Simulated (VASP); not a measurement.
A run of VASP 6.6.1:

INCAR

```
SYSTEM = GaP
PREC = Accurate
ENCUT = 500
EDIFF = 1E-7
ISMEAR = 0
SIGMA = 0.01
LREAL = .False.
LASPH = .True.
NELM = 120
ALGO = Normal
ISIF = 3
LWAVE = .False.
LCHARG = .False.
GGA = PE
IBRION = 2
NSW = 80
EDIFFG = -0.01
GGA_COMPAT = .False.
NELMIN = 4
```

File KPOINTS:

```
regular mesh
0
Gamma
  6 6 6
  0 0 0
```

Contents of POSCAR:

```
GaP
1.0
    0.0000000000      2.7252500000      2.7252500000
    2.7252500000      0.0000000000      2.7252500000
    2.7252500000      2.7252500000      0.0000000000
Ga P
1 1
Direct
    0.0000000000      0.0000000000      0.0000000000
    0.7500000000      0.7500000000      0.7500000000
```

Potentials or basis: VASP PAW PBE potentials, release 64 (Ga_d, P).

Command:

```console
$ cat potpaw_PBE.64/Ga_d/POTCAR potpaw_PBE.64/P/POTCAR > POTCAR
$ mpirun -np 1 vasp_std > vasp.out
```

Hardware: 1 thread of Intel(R) Xeon(R) Platinum 8259CL CPU @ 2.50GHz (Skylake/Cascade Lake), on a shared host.

Problem. How long does it take, and how much memory?

Solution. Run time: 31 s on 1 thread of Intel(R) Xeon(R) Platinum 8259CL CPU @ 2.50GHz (Skylake/Cascade Lake) (shared host), peak memory 0.16 GiB. Counts: scf iterations 32, k points 16, ion steps 3.
